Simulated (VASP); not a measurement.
# CaO (sol) (P6_3/mmc) in VASP: a series of runs, part 2 of 2

VASP 6.6.1. Earlier steps stand in the parts before.

## 4. Single point, PBEsol

This run uses another cell than the first one, of 16.51 Å³/atom, 1.027 times its volume.

Contents of INCAR:

```
PREC     = Accurate       # precision mode
ENCUT    = 520            # plane-wave cutoff, eV
EDIFF    = 1E-7           # SCF threshold, eV
ISMEAR   = 0              # smearing method
SIGMA    = 0.1            # smearing width, eV
LREAL    = False          # projectors in reciprocal space
LASPH    = True           # aspherical terms in the spheres
NELM     = 100            # most SCF steps
ALGO     = Normal         # electronic algorithm
ISIF     = 2              # what is computed and relaxed
LWAVE    = False          # write WAVECAR
LCHARG   = True           # write CHGCAR
GGA      = PS             # functional
LELF     = True           # ELF
LVHAR    = True         
NBANDS   = 24             # bands
```

Contents of KPOINTS:

```
Automatic mesh
0
Gamma
  6 6 4
```

Contents of POSCAR:

```
CaO
1.0
    3.9919758200      0.0000000000      0.0000000000
   -1.9959879100      3.4571524800      0.0000000000
    0.0000000000      0.0000000000      4.7848400100
Ca O
2 2
Direct
    0.3333333300      0.6666666700      0.7500000000
    0.6666666700      0.3333333300      0.2500000000
    0.3333333300      0.6666666700      0.2500000000
    0.6666666700      0.3333333300      0.7500000000
```

Potentials or basis: VASP PAW PBE potentials, release 64 (Ca_sv, O).

Launch:

```bash
$ cat potpaw_PBE.64/Ca_sv/POTCAR potpaw_PBE.64/O/POTCAR > POTCAR
$ mpirun -np 1 vasp_std > vasp.out
```

OUTCAR:

```text
PREC = Accurate
   ENCUT = 520
   EDIFF = 1E-7
   ISMEAR = 0
   LREAL = False
   LASPH = True
   NELM = 100
   ISIF = 2
   GGA = PS

 ion  position               nearest neighbor table
   1  0.333  0.667  0.750-   4 2.30   4 2.30   4 2.30   3 2.39   3 2.39
   2  0.667  0.333  0.250-   3 2.30   3 2.30   3 2.30   4 2.39   4 2.39
   3  0.333  0.667  0.250-   2 2.30   2 2.30   2 2.30   1 2.39   1 2.39
   4  0.667  0.333  0.750-   1 2.30   1 2.30   1 2.30   2 2.39   2 2.39

  LATTYP: Found a hexagonal cell.
 ALAT       =     3.9919758200
 C/A-ratio  =     1.1986144771

  Lattice vectors:

 A1 = (   3.9919758200,   0.0000000000,   0.0000000000)
 A2 = (  -1.9959879100,   3.4571524800,   0.0000000000)
 A3 = (   0.0000000000,   0.0000000000,   4.7848400100)

Analysis of symmetry for initial positions (statically):
=====================================================================
 Subroutine PRICEL returns:
 Original cell was already a primitive cell.

 Routine SETGRP: Setting up the symmetry group for a
 hexagonal supercell.

[... 166 lines left out ...]

  energy without entropy =      -26.45507684  energy(sigma->0) =      -26.45507684

 E-fermi :   1.7242     XC(G=0):  -9.6425

 val. band max:        1.1945829945   @ k =   0.0000   0.0000   0.0000
 cond. band min:       4.2262077549   @ k =   0.0000   0.0000   0.0000
 fundamental gap:      3.0316247604
 Fermi energy:         1.7242275130

 k-point     1 :       0.0000    0.0000    0.0000
  band No.  band energies     occupation
      1     -36.2239      2.00000
      2     -36.0885      2.00000
      3     -17.6587      2.00000
      4     -17.4077      2.00000
      5     -17.4077      2.00000
      6     -17.2050      2.00000
[... 556 lines left out ...]
     23       9.7465      0.00000
     24       9.7465      0.00000

------------------------ aborting loop because EDIFF is reached ----------------------------------------

  FORCE on cell =-STRESS in cart. coord.  units (eV):
  Direction    XX          YY          ZZ          XY          YZ          ZX
  --------------------------------------------------------------------------------------
  -------------------------------------------------------------------------------------
  Total       -0.7414719     -0.7414719     -0.8251101     -0.0000000      0.0000000      0.0000000
  in kB      -17.9900105    -17.9900105    -20.0192878     -0.0000000      0.0000000      0.0000000
  external PRESSURE =     -18.6664363 kB  Pullay stress =       0.0000000 kB

 VOLUME and BASIS-vectors are now :
 -----------------------------------------------------------------------------
  energy-cutoff  :      520.00
  volume of cell :       66.03
      direct lattice vectors                 reciprocal lattice vectors
     3.991975820  0.000000000  0.000000000     0.250502519  0.144627697  0.000000000
    -1.995987910  3.457152480  0.000000000     0.000000000  0.289255393  0.000000000
     0.000000000  0.000000000  4.784840010     0.000000000  0.000000000  0.208993404

 POSITION                                       TOTAL-FORCE (eV/Angst)
 -----------------------------------------------------------------------------------
     -0.00000      2.30477      3.58863         0.000000     -0.000000      0.000000
      1.99599      1.15238      1.19621        -0.000000      0.000000      0.000000
     -0.00000      2.30477      1.19621        -0.000000      0.000000      0.000000
      1.99599      1.15238      3.58863         0.000000     -0.000000      0.000000
 -----------------------------------------------------------------------------------
    total drift:                               -0.000003      0.000001     -0.000000

  FREE ENERGIE OF THE ION-ELECTRON SYSTEM (eV)
  ---------------------------------------------------
  free  energy   TOTEN  =       -26.4550768367 eV

  energy  without entropy=      -26.4550768367  energy(sigma->0) =      -26.45507684
```

stdout:

```text
POSCAR found type information on POSCAR CaO
 POSCAR found :  2 types and       4 ions
 scaLAPACK will be used
 -----------------------------------------------------------------------------
|                                                                             |
|                                                                             |
|     You enforced a specific xc type in the INCAR file but a different       |
|     I HOPE YOU KNOW WHAT YOU ARE DOING!                                     |
|                                                                             |
 -----------------------------------------------------------------------------

 LDA part: xc-table for (Slater+PW92), standard interpolation
 POSCAR, INCAR and KPOINTS ok, starting setup
 FFT: planning ... GRIDC
 FFT: planning ... GRID_SOFT
 FFT: planning ... GRID
 WAVECAR not read
 entering main loop
```

It took 35 s on 1 thread of AMD EPYC 7R13 (Zen 3), shared host; peak memory 0.16 GiB.

Results:

```
Free energy            : -26.4551 eV
Pressure               : -1.9 GPa
Band gap on the k mesh : 3.03 eV, direct
```

Stress tensor (GPa, compression positive):
```
-1.80  0.00  0.00
 0.00 -1.80  0.00
 0.00  0.00 -2.00
```

Levels at points of the mesh, in eV from the valence-band top:
```
           k point  band 13  band 14  band 15  band 16  band 17  band 18  band 19  band 20
(0.00, 0.00, 0.00)    -1.16    -1.16    -1.11     0.00     3.03     6.09     6.09     7.68
(0.50, 0.00, 0.00)    -0.86    -0.85    -0.61    -0.39     4.59     5.18     5.19     7.60
(0.00, 0.00, 0.50)    -1.31    -1.31    -1.31    -1.31     4.86     4.86     7.76     7.76
(0.50, 0.00, 0.50)    -1.07    -1.07    -0.77    -0.77     5.26     5.26     7.29     7.29
```

Caveat: the PAW data sets were made with another functional, which shifts forces and pressure a little.

## 5. The runs side by side

```csv
task,cell,k mesh,cutoff (eV),smearing,gap on the mesh (eV),pressure (GPa)
single point,"a = 3.956, b = 3.956, c = 4.743 Å, angles 90.0, 90.0, 120.0°, 4 atoms",9 × 9 × 6,520,gaussian 0.02 eV,3.12,0.5
relaxation of cell and atoms,"relaxed from a = 3.992, b = 3.992, c = 4.785 Å, angles 90.0, 90.0, 120.0°, 4 atoms",9 × 9 × 6,600,gaussian 0.02 eV,3.11,0.0
single point,"a = 3.992, b = 3.992, c = 4.785 Å, angles 90.0, 90.0, 120.0°, 4 atoms",6 × 6 × 4,520,gaussian 0.1 eV,3.03,-1.9
```

Alike in all rows: level PBEsol; potentials or basis VASP PAW PBE potentials, release 64 (Ca_sv, O); no spin polarisation.

Caveats: the PAW data sets were made with another functional, which shifts forces and pressure a little.

Absolute energies hang on the potentials; compare differences alone.
